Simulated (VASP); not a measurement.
Here is a VASP 6.6.1 calculation.

File INCAR:

```
SYSTEM = SrV
PREC = Accurate
ENCUT = 520
EDIFF = 1E-6
ISMEAR = 0
SIGMA = 0.1
LREAL = .False.
LASPH = .True.
NELM = 150
ALGO = Fast
ISIF = 2
LWAVE = .False.
LCHARG = .False.
ISPIN = 2
MAGMOM = 0.3 3.85
LORBIT = 11
LMAXMIX = 4
GGA = PE
NBANDS = 22
```

File KPOINTS:

```
Automatic mesh
0
Gamma
  14 14 14
  0 0 0
```

POSCAR

```
SrV
1.0
    3.9932324512      0.0000000000      0.0000000000
    0.0000000000      3.9932324512      0.0000000000
    0.0000000000      0.0000000000      3.9932324512
Sr V
1 1
Direct
    0.0000000000      0.0000000000      0.0000000000
    0.5000000000      0.5000000000      0.5000000000
```

Potentials or basis: VASP PAW PBE potentials, release 64 (Sr_sv, V_sv).

Launch:

```sh
$ cat potpaw_PBE.64/Sr_sv/POTCAR potpaw_PBE.64/V_sv/POTCAR > POTCAR
$ mpirun -np 1 vasp_std > vasp.out
```

Task: Predict the site moments.

Result: Sr +0.18; V +3.05 μB.

Task: Predict the net moment.

Result: 4.66 μB per cell.
